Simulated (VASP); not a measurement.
Here is a VASP 6.6.1 calculation.

Contents of INCAR:

```
SYSTEM = LiBe
PREC     = Accurate       ! precision mode
ENCUT    = 750            ! plane-wave cutoff, eV
EDIFF    = 1E-6           ! SCF threshold, eV
ISMEAR   = 0              ! smearing method
SIGMA    = 0.05           ! smearing width, eV
LREAL    = .False.        ! projectors in reciprocal space
LASPH    = .True.         ! aspherical terms in the spheres
NELM     = 120            ! most SCF steps
ALGO     = Normal         ! electronic algorithm
ISIF     = 2              ! what is computed and relaxed
LWAVE    = .False.        ! write WAVECAR
LCHARG   = .False.        ! write CHGCAR
GGA      = PE             ! functional
NBANDS   = 13             ! bands
GGA_COMPAT= .False.
```

KPOINTS

```
regular mesh
0
Gamma
  10 7 5
  0 0 0
```

Contents of POSCAR:

```
LiBe
1.0
    2.2959861536      0.0000000000      0.0000000000
    0.0000000000      3.6127729800      0.0000000000
   -0.4017425219      0.0000000000      5.5135259934
Be Li
2 2
Direct
    0.2689720000      0.7578760000      0.4242710000
    0.7681370000      0.2360690000      0.5659350000
    0.2778440000      0.7688110000      0.8468290000
    0.7391970000      0.2588130000      0.1610870000
```

Potentials or basis: VASP PAW PBE potentials, release 64 (Be, Li_sv).

Command:

```bash
$ cat potpaw_PBE.64/Be/POTCAR potpaw_PBE.64/Li_sv/POTCAR > POTCAR
$ mpirun -np 1 vasp_std > vasp.out
```

(1) Estimate the largest force.

(2) What does it give for the band gap on the k mesh?

(3) Predict the pressure.

Results:

(1) 0.586 eV/Å.

(2) zero (bands 5 and 6 overlap by 4.48 eV).

(3) 0.4 GPa.
